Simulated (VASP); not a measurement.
Runs of VASP 6.6.1 on Mg2NCl. The structure is that of space group R-3m (No. 166), or close to it. The cells are those of the table. 

| cell | gap on the mesh (eV) | pressure (GPa) | largest force (eV/Å) |
| --- | --- | --- | --- |
| a = 6.575 Å, angles 28.5°, 4 atoms | 1.58 | -5.6 | 0.51 |
| a = 6.001 Å, angles 31.3°, 4 atoms | 3.03 | 2.6 | 0.35 |
| a = 6.445 Å, angles 29.9°, 4 atoms | 1.83 | (a) | 0.40 |
| a = 6.561 Å, angles 27.8°, 4 atoms | 1.57 | (b) | 0.39 |
| a = 6.130 Å, angles 29.8°, 4 atoms | 2.83 | 6.6 | 0.33 |

Alike in all rows: task single point; level LDA; potentials or basis VASP PAW LDA potentials, release 64 (Mg, N, Cl); no spin polarisation; k mesh 9 × 9 × 9; cutoff (eV) 520; smearing gaussian 0.05 eV.

Question: Estimate the missing entries.

Answer: (a) -8.2; (b) -0.6.

Caveats: an odd mesh through Γ misses points on the zone boundary, where band edges can lie; the cell stands under tension (at least some runs); the cell stands under pressure (at least some runs).
